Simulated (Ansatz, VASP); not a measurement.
## SiC: VASP beside Ansatz

```
Si C
1.0
     3.03395    0.00000    0.00000
    -1.51697    2.62747    0.00000
     0.00000    0.00000    4.98039
Si C
2 2
Cartesian
  0.0000 1.7516 0.0229
  1.5170 0.8758 2.5131
  0.0000 1.7516 1.8945
  1.5170 0.8758 4.3847
```

Alike in both runs: functional r2SCAN; k mesh 12 × 12 × 6; occupations fermi-dirac, width 0.02 eV; no spin polarisation.

Ansatz relaxed the structure, and its values are those at the end. VASP's run is a single point on that final structure, the one shown.

|  | VASP | Ansatz |
| --- | --- | --- |
| version | VASP 6.6.1 | Ansatz 0.2.0 |
| potentials or method | VASP PAW PBE potentials, release 64 (Si, C), cutoff 520 eV | PAW plane waves |
| valence electrons in the cell | 16 | 16 |

```tsv
	VASP	Ansatz	Ansatz less VASP
gap on the k mesh at the Fermi level (eV)	2.60	2.59	-0.009
pressure (GPa)	9.8	10.1	+0.28
rms of the force components (eV/Å)	0.004	0.004	+0.0005
```

VASP's potentials were made for PBE, not for r2SCAN. Ansatz's warnings: stress scf threshold loose.
